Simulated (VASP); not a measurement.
Write the native input for VASP 6.6.1 that does the following.

```
Task                   : single point
Functional             : PBEsol
Potentials or basis    : VASP PAW PBE potentials, release 64 (Cd_sv_GW)
Cutoff                 : 630 eV
k mesh                 : 14 × 14 × 8
Occupations            : fermi-dirac, width 0.05 eV
Spin                   : no spin polarisation
Dipole correction      : no
Further INCAR settings : ALGO = Normal; EDIFF = 1e-06; NBANDS = 27
```

The structure of Cd lies in POSCAR:

```
Cd
1.0
    2.4622420934      0.0000000000      0.0000000000
   -1.2311210467      2.1323642032      0.0000000000
    0.0000000000      0.0000000000      3.9555509345
Cd
2
Direct
    0.3333333333      0.6666666667      0.2500000000
    0.6666666667      0.3333333333      0.7500000000
```

These files were run (other wordings do the same):

INCAR

```
SYSTEM = Cd
PREC = Accurate
ENCUT = 630
EDIFF = 1E-6
ISMEAR = -1
SIGMA = 0.05
LREAL = .FALSE.
LASPH = .TRUE.
NELM = 120
ALGO = Normal
ISIF = 2
LWAVE = .FALSE.
LCHARG = .TRUE.
GGA = PS
LELF = .TRUE.
LVHAR = .TRUE.
NBANDS = 27
GGA_COMPAT = .FALSE.
```

KPOINTS

```
regular mesh
0
G
  14 14 8
  0 0 0
```

Potentials or basis: VASP PAW PBE potentials, release 64 (Cd_sv_GW).

Run with:

```bash
$ cat potpaw_PBE.64/Cd_sv_GW/POTCAR > POTCAR
$ mpirun -np 1 vasp_std > vasp.out
```

Results of the run:

```
Pressure               : 286.1 GPa
Band gap on the k mesh : zero (bands 20 and 21 overlap by 1.80 eV)
```

Caveat: the cell stands under pressure; the PAW data sets were made with another functional, which shifts forces and pressure a little.

Wall time 33 s on 1 thread of Intel(R) Xeon(R) 6975P-C (Granite Rapids), with other jobs on the host, peak memory 0.21 GiB.
